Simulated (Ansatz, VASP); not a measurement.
# Ta in VASP and in Ansatz

```xyz
1
Lattice="-1.6595 1.6595 1.6595 1.6595 -1.6595 1.6595 1.6595 1.6595 -1.6595" Properties=species:S:1:pos:R:3 pbc="T T T"
Ta    0.0000    0.0000    0.0000
```

Alike in both runs: functional PBE; k mesh 18 × 18 × 18; occupations gaussian, width 0.1 eV; no spin polarisation.

Ansatz relaxed the structure, and its values are those at the end. VASP's run is a single point on that final structure, the one shown.

```csv
,VASP,Ansatz
version,VASP 6.6.1,Ansatz 0.2.0
potentials or method,"VASP PAW PBE potentials, release 64 (Ta_pv), cutoff 520 eV","scalar-relativistic, plane waves, PAW"
valence electrons in the cell,11,13
```

|  | VASP | Ansatz | Ansatz less VASP |
| --- | --- | --- | --- |
| gap on the k mesh at the Fermi level (eV) | none | none | - |
| pressure (GPa) | 0.0 | 0.0 | -0.09 |

A gap of «none» marks a metal or a gap that the smearing closes. The functional is the same, so the differences come from potentials, cutoffs and numerics. VASP's potentials hold 11 valence electrons a cell and Ansatz's 13, so a difference there can come from the potentials and not from the codes.

Spin-orbit coupling is off throughout.
